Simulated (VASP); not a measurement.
A run of VASP 6.6.1 is set up as follows.

Contents of INCAR:

```
PREC     = Accurate       # precision mode
ENCUT    = 520            # plane-wave cutoff, eV
EDIFF    = 1E-6           # SCF threshold, eV
ISMEAR   = 0              # smearing method
SIGMA    = 0.1            # smearing width, eV
LREAL    = F              # projectors in reciprocal space
LASPH    = T              # aspherical terms in the spheres
NELM     = 60             # most SCF steps
ALGO     = Normal         # electronic algorithm
ISIF     = 2              # what is computed and relaxed
LWAVE    = F              # write WAVECAR
LCHARG   = F              # write CHGCAR
GGA      = PS             # functional
NBANDS   = 14             # bands
```

The input KPOINTS:

```
regular mesh
0
Gamma
  16 16 16
```

The input POSCAR:

```
HfN
1.0
    0.0000000000      2.2508679144      2.2508679144
    2.2508679144      0.0000000000      2.2508679144
    2.2508679144      2.2508679144      0.0000000000
Hf N
1 1
Direct
    0.0000000000      0.0000000000      0.0000000000
    0.5000000000      0.5000000000      0.5000000000
```

Potentials or basis: VASP PAW PBE potentials, release 64 (Hf_pv, N).

Launch:

```bash
$ cat potpaw_PBE.64/Hf_pv/POTCAR potpaw_PBE.64/N/POTCAR > POTCAR
$ mpirun -np 1 vasp_std > vasp.out
```

**Question.** Predict the band gap on the k mesh.

**Answer.** Zero (an odd number of electrons rules out a gap without spin polarisation).

**Question.** Estimate the pressure.

**Answer.** -2.2 GPa.

Caveat: the PAW data sets were made with another functional, which shifts forces and pressure a little; spin-orbit coupling is left out, which moves the levels of the heavy elements.
